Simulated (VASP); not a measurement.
A run of VASP 6.6.1 is set up as follows.

File INCAR:

```
SYSTEM = GaAs
PREC = Accurate
ENCUT = 520
EDIFF = 1E-8
ISMEAR = -1
SIGMA = 0.08
LREAL = .FALSE.
LASPH = .TRUE.
NELM = 100
ALGO = Normal
ISIF = 2
LWAVE = .FALSE.
LCHARG = .FALSE.
GGA = CA
LEFG = .TRUE.
NBANDS = 16
```

File KPOINTS:

```
regular mesh
0
G
  10 10 10
  0 0 0
```

POSCAR

```
GaAs
1.0
    0.0000000000      2.8078772807      2.8078772807
    2.8078772807      0.0000000000      2.8078772807
    2.8078772807      2.8078772807      0.0000000000
Ga As
1 1
Direct
    0.0000000000      0.0000000000      0.0000000000
    0.7500000000      0.7500000000      0.7500000000
```

Potentials or basis: VASP PAW LDA potentials, release 64 (Ga_d, As).

Run with:

```console
$ cat potpaw_LDA.64/Ga_d/POTCAR potpaw_LDA.64/As/POTCAR > POTCAR
$ mpirun -np 1 vasp_std > vasp.out
```

Problem. Predict the band gap on the k mesh.

Solution. 0.48 eV, direct.

Problem. Estimate the pressure.

Solution. -0.2 GPa.

Caveat: without QUAD_EFG the Cq values of the log hold for a quadrupole moment of 1 mb, not for the nuclei. A k mesh can miss the band edges.
